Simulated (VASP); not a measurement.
# Ni (Fm-3m) in VASP: a series of runs

The runs below take Ni through single point, with PBE.

All numbers are computed with VASP 6.6.1; they aren't measurements. Logs are shortened: lines on timing, memory, paths and dates and some standing lists are left out, and cuts for length are marked.

### 1 The cell of the first run

The structure is cubic, space group Fm-3m (No. 225). Conventional cell: a = 3.519 Å, b = 3.519 Å, c = 3.519 Å, α = 90.00°, β = 90.00°, γ = 90.00°. Ni (site symmetry m-3m) has 12 Ni at 2.49 Å within 3.3 Å.

### 2 Single point, PBE

INCAR

```
SYSTEM = Ni
PREC = Accurate
ENCUT = 520
EDIFF = 1E-7
ISMEAR = 0
SIGMA = 0.05
LREAL = .False.
LASPH = .True.
NELM = 60
ALGO = Normal
ISIF = 2
LWAVE = .False.
LCHARG = .False.
GGA = PE
NBANDS = 11
```

KPOINTS

```
Automatic mesh
0
Gamma
  22 22 22
  0 0 0
```

POSCAR

```
Ni
1.0
    0.0000000000      1.7593096190      1.7593096190
    1.7593096190      0.0000000000      1.7593096190
    1.7593096190      1.7593096190      0.0000000000
Ni
1
Direct
    0.0000000000      0.0000000000      0.0000000000
```

Potentials or basis: VASP PAW PBE potentials, release 64 (Ni).

The run is started by

```console
> cat potpaw_PBE.64/Ni/POTCAR > POTCAR
> mpirun -np 1 vasp_std > vasp.out
```

OUTCAR:

```text
SYSTEM = Ni
   PREC = Accurate
   ENCUT = 520
   EDIFF = 1E-7
   ISMEAR = 0
   LREAL = .False.
   LASPH = .True.
   NELM = 60
   ISIF = 2
   GGA = PE

 ion  position               nearest neighbor table
   1  0.000  0.000  0.000-

  LATTYP: Found a face centered cubic cell.
 ALAT       =     3.5186192380

  Lattice vectors:

 A1 = (   0.0000000000,   1.7593096190,   1.7593096190)
 A2 = (   1.7593096190,   0.0000000000,   1.7593096190)
 A3 = (   1.7593096190,   1.7593096190,   0.0000000000)

Analysis of symmetry for initial positions (statically):
=====================================================================
 Subroutine PRICEL returns:
 Original cell was already a primitive cell.

 Routine SETGRP: Setting up the symmetry group for a
 face centered cubic supercell.

 Subroutine GETGRP returns: Found 48 space group operations
 (whereof 48 operations were pure point group operations)
 out of a pool of 48 trial point group operations.

The static configuration has the point symmetry O_h .

Analysis of symmetry for dynamics (positions and initial velocities):
=====================================================================
 Subroutine PRICEL returns:
 Original cell was already a primitive cell.

 Routine SETGRP: Setting up the symmetry group for a
 face centered cubic supercell.

 Subroutine GETGRP returns: Found 48 space group operations
 (whereof 48 operations were pure point group operations)
 out of a pool of 48 trial point group operations.

The dynamic configuration has the point symmetry O_h .

 Subroutine INISYM returns: Found 48 space group operations
 (whereof 48 operations are pure point group operations),
 and found     1 'primitive' translations

----------------------------------------------------------------------------------------

                                     Primitive cell

  volume of cell :      10.8907

  direct lattice vectors                    reciprocal lattice vectors
     0.000000000  1.759309619  1.759309619    -0.284202391  0.284202391  0.284202391
     1.759309619  0.000000000  1.759309619     0.284202391 -0.284202391  0.284202391
     1.759309619  1.759309619  0.000000000     0.284202391  0.284202391 -0.284202391

  length of vectors
     2.488039524  2.488039524  2.488039524     0.492252981  0.492252981  0.492252981

  position of ions in fractional coordinates (direct lattice)
     0.000000000  0.000000000  0.000000000

  ion indices of the primitive-cell ions
   primitive index   ion index
                 1           1

----------------------------------------------------------------------------------------

 KPOINTS: Automatic mesh

Automatic generation of k-mesh.
 Grid dimensions read from file:
 generate k-points for:   22   22   22

 Generating k-lattice:

  Cartesian coordinates                     Fractional coordinates (reciprocal lattice)
    -0.012918290  0.012918290  0.012918290     0.045454545  0.000000000  0.000000000
     0.012918290 -0.012918290  0.012918290     0.000000000  0.045454545  0.000000000
     0.012918290  0.012918290 -0.012918290     0.000000000  0.000000000  0.045454545

  Length of vectors
     0.022375135  0.022375135  0.022375135

  Shift w.r.t. Gamma in fractional coordinates (k-lattice)
     0.000000000  0.000000000  0.000000000

 Subroutine IBZKPT returns following result:
 ===========================================

 Found    328 irreducible k-points:

 Following reciprocal coordinates:
            Coordinates               Weight
  0.000000  0.000000  0.000000      1.000000
  0.045455  0.000000  0.000000      8.000000
  0.090909  0.000000  0.000000      8.000000
  0.136364  0.000000  0.000000      8.000000
  0.181818  0.000000  0.000000      8.000000
  0.227273  0.000000  0.000000      8.000000
[... 16 lines left out ...]
  0.500000  0.045455  0.000000     24.000000
 -0.454545  0.045455  0.000000     24.000000
 [... further k-points ...]
   k-points           NKPTS =    328   k-points in BZ     NKDIM =    328   number of bands    NBANDS=     11
   number of dos      NEDOS =    301   number of ions     NIONS =      1
   total plane-waves  NPLWV =   8000
   dimension x,y,z NGX =    20 NGY =   20 NGZ =   20
   dimension x,y,z NGXF=    40 NGYF=   40 NGZF=   40
   ions per type =               1
   NGX,Y,Z   is equivalent  to a cutoff of  13.36, 13.36, 13.36 a.u.
   NGXF,Y,Z  is equivalent  to a cutoff of  26.73, 26.73, 26.73 a.u.
 SYSTEM =  Ni
   PREC   = accura    normal or accurate (medium, high low for compatibility)
   ISTART =      0    job   : 0-new  1-cont  2-samecut
   ICHARG =      2    charge: 1-file 2-atom 10-const
   ISPIN  =      1    spin polarized calculation?
   LNONCOLLINEAR =      F non collinear calculations
   LSORBIT =      F    spin-orbit coupling
   LASPH  =      T    aspherical Exc in radial PAW
   ENCUT  =  520.0 eV  38.22 Ry    6.18 a.u.   4.63  4.63  4.63*2*pi/ulx,y,z
   NELM   =     60;   NELMIN=  2; NELMDL= -5     # of ELM steps
   EDIFF  = 0.1E-06   stopping-criterion for ELM
   LREAL  =      F    real-space projection
   EDIFFG = 0.1E-05   stopping-criterion for IOM
   NSW    =      0    number of steps for IOM
   IBRION =     -1    ionic relax: 0-MD 1-quasi-New 2-CG
   NFREE  =      0    steps in history (QN), initial steepest desc. (CG)
   ISIF   =      2    stress and relaxation
   ISYM   =      2    0-nonsym 1-usesym 2-fastsym
   POTIM  = 0.5000    time-step for ionic-motion
   TEBEG  =    0.0;   TEEND  =   0.0 temperature during run
   PSTRESS=    0.0 pullay stress
   NELECT =      10.0000    total number of electrons
   NUPDOWN=      -1.0000    fix difference up-down
   EMIN   =  10.00;   EMAX   =-10.00  energy-range for DOS
   EFERMI =   0.00;   METHOD = LEGACY
   ISMEAR =     0;   SIGMA  =   0.05  broadening in eV -4-tet -1-fermi 0-gaus
   EFERMI_NEDOS =   21; number of points for ismear=-14 and -15
   IALGO  =     38    algorithm
   IMIX   =      4    mixing-type and parameters
     AMIX     =   0.40;   BMIX     =  1.00
     AMIX_MAG =   1.60;   BMIX_MAG =  1.00
  volume/ion in A,a.u.               =      10.89        73.49
  Fermi-wavevector in a.u.,A,eV,Ry     =   1.591192  3.006917 34.448477  2.531892
  Thomas-Fermi vector in A             =   2.689770
   LORBIT       =      0    0 simple, 1 ext, 2 COOP (PROOUT), +10 PAW based schemes
   GGA     = PE    functional components
   LHFCALC =     F    Hartree Fock is set to
   AEXX    =    0.0000 exact exchange contribution
   IVDW    =     0    specifies the selected vdW correction
   LEPSILON=     F    determine dielectric tensor
   LRPA    =     F    only Hartree local field effects (RPA)
 non-spin polarized calculation
 Gauss-broadening in eV      SIGMA  =   0.05
  energy-cutoff  :      520.00
  volume of cell :       10.89
 maximum number of plane-waves:       306
   NGX =  9   NGY =  9   NGZ =  9

 number of electron      10.0000009 magnetization

 Free energy of the ion-electron system (eV)
  ---------------------------------------------------
  ext. energy  EPLUGINS =         0.00000000
  ---------------------------------------------------
  free energy    TOTEN  =        -5.41349497 eV

  energy without entropy =       -5.40741511  energy(sigma->0) =       -5.41045504

 E-fermi :   9.1518     XC(G=0): -13.2484

 val. band max:        9.1485759424   @ k =   0.4545   0.0909   0.0000
 cond. band min:       9.1523458598   @ k =   0.3636   0.2727   0.0909
 fundamental gap:      0.0037699174
 Fermi energy:         9.1518110295

 k-point     1 :       0.0000    0.0000    0.0000
  band No.  band energies     occupation
      1       0.3411      2.00000
      2       7.3224      2.00000
      3       7.3224      2.00000
      4       7.3224      2.00000
      5       8.4181      2.00000
      6       8.4181      2.00000
      7      32.9946      0.00000
      8      36.9215      0.00000
      9      36.9215      0.00000
     10      36.9215      0.00000
     11      39.9190      0.00000

 k-point     2 :       0.0455    0.0000    0.0000
  band No.  band energies     occupation
      1       0.4221      2.00000
      2       7.3000      2.00000
      3       7.3411      2.00000
      4       7.3411      2.00000
      5       8.4099      2.00000
      6       8.4099      2.00000
      7      32.7737      0.00000
      8      35.7271      0.00000
      9      36.7223      0.00000
     10      36.7223      0.00000
     11      40.2113      0.00000

 k-point     3 :       0.0909    0.0000    0.0000
  band No.  band energies     occupation
      1       0.6629      2.00000
      2       7.2368      2.00000
      3       7.3923      2.00000
      4       7.3923      2.00000
      5       8.3900      2.00000
      6       8.3900      2.00000
      7      31.6738      0.00000
      8      34.4403      0.00000
      9      36.2839      0.00000
     10      36.2839      0.00000
     11      40.8920      0.00000

 k-point     4 :       0.1364    0.0000    0.0000
  band No.  band energies     occupation
      1       1.0564      2.00000
      2       7.1449      2.00000
      3       7.4602      2.00000
      4       7.4602      2.00000
      5       8.3737      2.00000
      6       8.3737      2.00000
      7      29.6096      0.00000
      8      33.9606      0.00000
      9      35.8014      0.00000
     10      35.8014      0.00000
     11      40.9956      0.00000

 k-point     5 :       0.1818    0.0000    0.0000
  band No.  band energies     occupation
      1       1.5888      2.00000
      2       7.0446      2.00000
      3       7.5173      2.00000
      4       7.5173      2.00000
      5       8.3872      2.00000
      6       8.3872      2.00000
      7      27.2910      0.00000
      8      33.6605      0.00000
      9      35.3570      0.00000
     10      35.3570      0.00000
     11      41.0093      0.00000

 k-point     6 :       0.2273    0.0000    0.0000
  band No.  band energies     occupation
      1       2.2347      2.00000
      2       6.9664      2.00000
      3       7.5345      2.00000
      4       7.5345      2.00000
      5       8.4566      2.00000
      6       8.4566      2.00000
      7      24.9771      0.00000
      8      33.3081      0.00000
      9      34.9771      0.00000
     10      34.9771      0.00000
     11      40.8879      0.00000

 k-point     7 :       0.2727    0.0000    0.0000
  band No.  band energies     occupation
      1       2.9481      2.00000
      2       6.9571      2.00000
      3       7.5053      2.00000
      4       7.5053      2.00000
      5       8.5832      2.00000
      6       8.5832      2.00000
      7      22.7429      0.00000
      8      32.8906      0.00000
      9      34.6685      0.00000
     10      34.6685      0.00000
     11      39.8656      0.00000

 k-point     8 :       0.3182    0.0000    0.0000
  band No.  band energies     occupation
      1       3.6461      2.00000
      2       7.0907      2.00000
      3       7.4475      2.00000
      4       7.4475      2.00000
      5       8.7415      2.00000
      6       8.7415      2.00000
      7      20.6305      0.00000
      8      32.4575      0.00000
      9      34.4301      0.00000
     10      34.4301      0.00000
     11      38.8898      0.00000
[... 141 lines left out ...]
 k-point    19 :       0.3182    0.0455    0.0000
  band No.  band energies     occupation
      1       3.4817      2.00000
      2       6.9710      2.00000
      3       7.4470      2.00000
      4       7.5020      2.00000
      5       8.6467      2.00000
      6       8.7873      2.00000
      7      21.3685      0.00000
      8      32.1758      0.00000
      9      32.9912      0.00000
     10      35.9116      0.00000
     11      38.0197      0.00000

 k-point    20 :       0.3636    0.0455    0.0000
  band No.  band energies     occupation
      1       4.0994      2.00000
      2       7.2197      2.00000
      3       7.3750      2.00000
      4       7.4403      2.00000
      5       8.8690      2.00000
      6       8.9335      2.00000
      7      19.3582      0.00000
      8      31.8136      0.00000
      9      32.8671      0.00000
     10      35.1405      0.00000
     11      37.7599      0.00000

 k-point    21 :       0.4091    0.0455    0.0000
  band No.  band energies     occupation
      1       4.5160      2.00000
      2       7.3024      2.00000
      3       7.3805      2.00000
      4       7.6959      2.00000
      5       9.0558      1.99336
      6       9.1238      1.57247
      7      17.5622      0.00000
      8      31.5033      0.00000
      9      32.8761      0.00000
     10      34.4264      0.00000
     11      37.6306      0.00000

 k-point    22 :       0.4545    0.0455    0.0000
  band No.  band energies     occupation
      1       4.7279      2.00000
      2       7.2581      2.00000
      3       7.3344      2.00000
      4       8.2095      2.00000
      5       9.1340      1.38597
      6       9.4397      0.00000
      7      16.1150      0.00000
      8      31.2677      0.00000
      9      33.0306      0.00000
     10      33.8352      0.00000
     11      37.6411      0.00000

 k-point    23 :       0.5000    0.0455    0.0000
  band No.  band energies     occupation
      1       4.8043      2.00000
      2       7.2390      2.00000
      3       7.3098      2.00000
      4       8.4904      2.00000
      5       9.1549      0.92974
      6       9.7279      0.00000
      7      15.3046      0.00000
      8      31.1178      0.00000
      9      33.3405      0.00000
     10      33.4113      0.00000
     11      37.7133      0.00000

 k-point    24 :      -0.4545    0.0455    0.0000
  band No.  band energies     occupation
      1       4.7903      2.00000
      2       7.2477      2.00000
      3       7.3104      2.00000
      4       8.4484      2.00000
      5       9.1141      1.71431
      6       9.6785      0.00000
      7      15.4792      0.00000
      8      31.0538      0.00000
      9      33.1830      0.00000
     10      33.8070      0.00000
     11      37.3650      0.00000

 [... further k-points ...]
[... 5 lines left out ...]
  --------------------------------------------------------------------------------------
  -------------------------------------------------------------------------------------
  Total       -0.0875254     -0.0875254     -0.0875254     -0.0000000      0.0000000     -0.0000000
  in kB      -12.8762061    -12.8762061    -12.8762061     -0.0000000      0.0000000     -0.0000000
  external PRESSURE =     -12.8762061 kB  Pullay stress =       0.0000000 kB

 VOLUME and BASIS-vectors are now :
 -----------------------------------------------------------------------------
  energy-cutoff  :      520.00
  volume of cell :       10.89
      direct lattice vectors                 reciprocal lattice vectors
     0.000000000  1.759309619  1.759309619    -0.284202391  0.284202391  0.284202391
     1.759309619  0.000000000  1.759309619     0.284202391 -0.284202391  0.284202391
     1.759309619  1.759309619  0.000000000     0.284202391  0.284202391 -0.284202391

 POSITION                                       TOTAL-FORCE (eV/Angst)
 -----------------------------------------------------------------------------------
      0.00000      0.00000      0.00000        -0.000000     -0.000000     -0.000000
 -----------------------------------------------------------------------------------
    total drift:                                0.000000      0.000000      0.000000

  FREE ENERGIE OF THE ION-ELECTRON SYSTEM (eV)
  ---------------------------------------------------
  free  energy   TOTEN  =        -5.4134949735 eV

  energy  without entropy=       -5.4074151095  energy(sigma->0) =       -5.41045504
```

Wall time 15 s (1 thread of Intel Xeon 6975P-C (Granite Rapids), shared host); peak memory 0.15 GiB.

Results:

```
Free energy            : -5.4135 eV
Pressure               : -1.3 GPa
Band gap on the k mesh : zero (bands 5 and 6 overlap by 0.96 eV)
```

Caveat: the run has no spin polarisation, though such a crystal can be magnetic. Spin polarisation is off, so any magnetic state and its effect on volume and gap are missing.

### 3 Single point, PBE, collinear spin, ferromagnetic start (10.89 Å³/atom)

INCAR

```
SYSTEM = Ni
PREC = Accurate ; ENCUT = 520
EDIFF = 1E-6 ; ISMEAR = 0
SIGMA = 0.05 ; LREAL = .False.
LASPH = .True. ; NELM = 150
ALGO = Normal ; ISIF = 2
LWAVE = .False. ; LCHARG = .False.
ISPIN = 2 ; MAGMOM = 0.76
LORBIT = 11 ; LMAXMIX = 4
GGA = PE ; NBANDS = 15
```

KPOINTS is that of step 2.

POSCAR is that of step 2.

Potentials or basis: VASP PAW PBE potentials, release 64 (Ni).

The run is started by

```console
> cat potpaw_PBE.64/Ni/POTCAR > POTCAR
> mpirun -np 1 vasp_std > vasp.out
```

It took 44 s on 1 thread of Intel Xeon 6975P-C (Granite Rapids), shared host; peak memory 0.19 GiB.

Results (log left out):

```
Free energy                                           : -5.4718 eV
Pressure                                              : 0.0 GPa
Net moment                                            : 0.64 μB per cell
Site moments                                          : Ni +0.66 μB
Valence electrons inside the program's atomic spheres : Ni 9.31
```

Levels at points of the mesh, in eV from the Fermi level:
Spin up:
| k point | band 3 | band 4 | band 5 | band 6 | band 7 | band 8 |
| --- | --- | --- | --- | --- | --- | --- |
| (0.00, 0.00, 0.00) | -2.46 | -2.46 | -1.28 | -1.28 | 23.70 | 27.56 |
| (0.50, 0.00, 0.00) | -2.44 | -0.63 | -0.63 | -0.30 | 5.63 | 22.20 |
| (0.50, 0.50, 0.00) | -0.57 | -0.50 | -0.50 | 2.43 | 9.19 | 14.80 |
Spin down:
```csv
k point,band 2,band 3,band 4,band 5,band 6,band 7,band 8,band 9
"(0.00, 0.00, 0.00)",-1.68,-1.68,-1.68,-0.68,-0.68,23.54,27.54,27.54
"(0.50, 0.00, 0.00)",-1.80,-1.80,-0.36,0.15,0.15,6.07,22.05,24.73
"(0.50, 0.50, 0.00)",-3.58,0.05,0.38,0.38,2.40,9.44,14.81,14.81
```

### 4 Single point, PBE, collinear spin, ferromagnetic start

This run uses another cell than the first one: it holds 2 atoms, not 1.

INCAR

```
SYSTEM = Ni
  PREC = Accurate
  ENCUT = 520
  EDIFF = 1E-7
  ISMEAR = 0
  SIGMA = 0.05
  LREAL = .False.
  LASPH = .True.
  NELM = 150
  ALGO = Normal
  ISIF = 2
  LWAVE = .False.
  LCHARG = .False.
  ISPIN = 2
  MAGMOM = 0.8 0.8
  LORBIT = 11
  LMAXMIX = 4
  GGA = PE
  NBANDS = 21
```

KPOINTS

```
Automatic mesh
0
Gamma
  14 14 10
  0 0 0
```

POSCAR

```
Ni
1.0
    0.0000000000      1.7593096190     -1.7593096190
    0.0000000000      1.7593096190      1.7593096190
    3.5186192380      0.0000000000      0.0000000000
Ni
2
Direct
    0.0000000000      0.0000000000      0.0000000000
    0.5000000000      0.5000000000      0.5000000000
```

The run is started by

```console
> cat potpaw_PBE.64/Ni/POTCAR > POTCAR
> mpirun -np 1 vasp_std > vasp.out
```

Wall time 76 s (1 thread of Intel Xeon 6975P-C (Granite Rapids), shared host); peak memory 0.24 GiB.

Results (log left out):

```
Free energy                                           : -10.9412 eV
Pressure                                              : -0.3 GPa
Net moment                                            : 1.22 μB per cell
Site moments                                          : Ni +0.62 μB
Valence electrons inside the program's atomic spheres : Ni 9.31
```

Stress tensor (GPa, compression positive):
```
-0.16  0.00  0.00
 0.00 -0.31  0.00
 0.00  0.00 -0.31
```

Levels at points of the mesh, in eV from the Fermi level:
Spin up:
| k point | band 9 | band 10 | band 11 | band 12 | band 13 | band 14 |
| --- | --- | --- | --- | --- | --- | --- |
| (0.00, 0.00, 0.00) | -0.54 | -0.48 | -0.48 | 2.44 | 9.21 | 14.81 |
| (0.50, 0.00, 0.00) | -1.39 | -1.39 | 0.96 | 0.96 | 11.50 | 11.50 |
| (0.50, 0.50, 0.00) | -0.47 | -0.47 | 2.44 | 2.44 | 9.21 | 9.21 |
| (0.00, 0.00, 0.50) | -1.60 | -1.60 | -0.90 | -0.90 | 19.24 | 19.24 |
| (0.50, 0.00, 0.50) | -0.60 | -0.60 | -0.30 | -0.30 | 5.65 | 5.65 |
| (0.50, 0.50, 0.50) | -0.47 | -0.47 | 7.72 | 7.72 | 7.72 | 7.72 |
Spin down:
```csv
k point,band 7,band 8,band 9,band 10,band 11,band 12,band 13,band 14
"(0.00, 0.00, 0.00)",-0.69,-0.69,0.04,0.38,0.38,2.40,9.44,14.81
"(0.50, 0.00, 0.00)",-1.15,-1.15,-0.59,-0.59,1.51,1.51,11.69,11.69
"(0.50, 0.50, 0.00)",0.37,0.37,0.38,0.38,2.40,2.40,9.44,9.44
"(0.00, 0.00, 0.50)",-0.82,-0.82,-0.82,-0.82,-0.33,-0.33,19.31,19.31
"(0.50, 0.00, 0.50)",-0.36,-0.36,0.14,0.14,0.14,0.14,6.07,6.07
"(0.50, 0.50, 0.50)",-0.78,-0.78,0.37,0.37,7.89,7.89,7.89,7.89
```

(Continued in part 2 of 2.)
